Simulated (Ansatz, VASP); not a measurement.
One calculation of SiB2, two programs

```xyz
3
Lattice="2.8007 0.0000 0.0000 -1.4003 2.4255 0.0000 0.0000 0.0000 4.5309" Properties=species:S:1:pos:R:3 pbc="T T T"
Si    1.4003    0.8085    0.0000
B     0.0000    0.0000    1.4374
B     0.0000    0.0000    3.0934
```

Alike in both runs: functional PBE; k mesh 6 × 6 × 4; occupations gaussian, width 0.1 eV; no spin polarisation.

Ansatz relaxed the structure, and its values are those at the end. VASP's run is a single point on that final structure, the one shown.

|  | VASP | Ansatz |
| --- | --- | --- |
| version | VASP 6.6.1 | Ansatz 0.2.0 |
| potentials or method | VASP PAW PBE potentials, release 64 (Si, B), cutoff 520 eV | scalar-relativistic, plane waves, PAW |
| valence electrons in the cell | 10 | 10 |

```tsv
	VASP	Ansatz	Ansatz less VASP
gap on the k mesh at the Fermi level (eV)	none	none	-
pressure (GPa)	0.0	0.0	+0.07
rms of the force components (eV/Å)	0.013	0.009	-0.0045
```

A gap of «none» marks a metal or a gap that the smearing closes.

The k mesh is coarse, so the values compare programs but aren't converged.
